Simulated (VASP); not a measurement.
## Al: single point with PBE

The system is Al.

```xyz
1
Lattice="0.0126 2.0240 2.0240 2.0240 0.0126 2.0240 2.0366 2.0366 0.0000" Properties=species:S:1:pos:R:3 pbc="T T T"
Al    0.0000    0.0000    0.0000
```

This cell differs from its parent crystal: strain +0.0125 x Voigt [0, 0, 0, 0, 0, 1].

* Program: VASP 6.6.1
* Task: single point
* Functional: PBE
* Potentials or basis: VASP PAW PBE potentials, release 64 (Al)
* Cutoff: 520 eV
* k mesh: 20 × 20 × 20
* Occupations: gaussian, width 0.15 eV
* Spin: no spin polarisation
* Dipole correction: no
* Further INCAR settings: ALGO = Fast; EDIFF = 1e-06; NBANDS = 8

The pressure is -0.4 GPa and the band gap on the k mesh is zero (an odd number of electrons rules out a gap without spin polarisation).

Stress tensor (GPa, compression positive):
```
-0.38 -0.38  0.00
-0.38 -0.38  0.00
 0.00  0.00 -0.55
```

Levels at points of the mesh, in eV from the Fermi level:
```csv
k point,band 1,band 2,band 3,band 4,band 5
"(0.00, 0.00, 0.00)",-11.14,12.36,12.55,12.75,13.80
"(0.50, 0.00, 0.00)",-4.58,-4.33,11.17,11.23,11.27
"(0.50, 0.50, 0.00)",-2.95,-1.64,5.21,5.31,5.76
"(0.00, 0.00, 0.50)",-4.64,-4.49,11.36,11.37,11.47
"(0.50, 0.00, 0.50)",-2.95,-1.64,5.22,5.53,5.53
```

Wall time 120 s on 1 thread of Intel Xeon 8259CL, with other jobs on the host, peak memory 0.25 GiB.

Caveat: the cell differs from its parent crystal (strain +0.0125 x Voigt [0, 0, 0, 0, 0, 1]).
